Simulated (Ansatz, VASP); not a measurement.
CoSi2: VASP beside Ansatz

File INCAR:

```
SYSTEM = CoSi2
  PREC = Accurate
  ENCUT = 520
  EDIFF = 1E-7
  ISMEAR = 0
  SIGMA = 0.1
  LREAL = .False.
  LASPH = .True.
  NELM = 100
  ALGO = Normal
  ISIF = 2
  LWAVE = .False.
  LCHARG = .True.
  GGA = PS
  LELF = .True.
  LVHAR = .True.
  NBANDS = 16
```

File KPOINTS:

```
Automatic mesh
0
Gamma
  14 14 14
  0 0 0
```

POSCAR

```
CoSi2
1.0
    0.0000000000      2.6020142709      2.6020142709
    2.6020142709      0.0000000000      2.6020142709
    2.6020142709      2.6020142709      0.0000000000
Co Si
1 2
Direct
    0.0000000000      0.0000000000      0.0000000000
    0.2500000000      0.2500000000      0.2500000000
    0.7500000000      0.7500000000      0.7500000000
```

Input for Ansatz:

```yaml
crystal:
  lattice:
    - [0.0, 2.6020142701, 2.6020142701]
    - [2.6020142701, 0.0, 2.6020142701]
    - [2.6020142701, 2.6020142701, 0.0]
  atoms:
    - { symbol: Co, position: [0.0, 0.0, 0.0] }
    - { symbol: Si, position: [0.25, 0.25, 0.25] }
    - { symbol: Si, position: [0.75, 0.75, 0.75] }
basis:
  ecutwfc: 420
kpoints:
  mp_grid: { grid: [14, 14, 14] }
hamiltonian:
  xc: pbesol
scf:
  occupations: { method: gaussian, width: 0.1 }
output:
  forces: true
  stress: true
  eigenvalues: true
```

Alike in both runs: task single point; functional PBEsol; k mesh 14 × 14 × 14; occupations gaussian, width 0.1 eV; no spin polarisation.

```csv
,VASP,Ansatz
version,VASP 6.6.1,Ansatz 0.2.0
potentials or method,"VASP PAW PBE potentials, release 64 (Co, Si), cutoff 520 eV","scalar-relativistic, plane waves, PAW"
valence electrons in the cell,17,25
```

|  | VASP | Ansatz | Ansatz less VASP |
| --- | --- | --- | --- |
| gap on the k mesh at the Fermi level (eV) | none | none | - |
| pressure (GPa) | 14.0 | 13.8 | -0.17 |

VASP's potentials were made for PBE, not for PBEsol. A gap of «none» marks a metal or a gap that the smearing closes. With one functional, cell and mesh, what is left measures potentials, basis and numerics. VASP's potentials hold 17 valence electrons a cell and Ansatz's 25, so a difference there can come from the potentials and not from the codes.
